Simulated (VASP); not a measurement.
# WC: single point with PBE

Sheet: WC, a sheet with vacuum.

```
W C
1.0
     3.80477    0.00000    0.00000
     0.00000    4.00539    0.00000
     0.00000    0.00000   14.00000
W C
1 1
Direct
  0.50000 0.50000 0.50000
  0.00000 0.00000 0.50000
```

```yaml
Program: VASP 6.6.1
Task: single point
Functional: PBE
Potentials_or_basis: VASP PAW PBE potentials, release 64 (W_sv, C)
Cutoff: 520 eV
k_mesh: 4 × 4 × 1
Occupations: gaussian, width 0.1 eV
Spin: no spin polarisation
```

The band gap on the k mesh is zero (band 9 reaches -3.57 eV, above the bottom of band 10 at -3.68 eV).

Levels at points of the mesh, in eV from the Fermi level:
```csv
k point,band 7,band 8,band 9,band 10,band 11,band 12
"(0.00, 0.00, 0.00)",-0.45,-0.29,-0.05,0.27,0.27,0.27
"(0.50, 0.00, 0.00)",-2.25,-1.29,0.01,0.38,0.99,1.86
"(0.00, 0.50, 0.00)",-1.91,-1.31,-0.05,0.46,0.51,1.94
"(0.50, 0.50, 0.00)",-1.37,-0.34,-0.21,0.15,0.57,0.89
```

Wall time 46 s on 1 thread of Intel Xeon 6975P-C, on a shared host, peak memory 0.29 GiB.

Caveat: the k points lie up to 0.41 Å⁻¹ apart; spin-orbit coupling is left out, which moves the levels of the heavy elements.
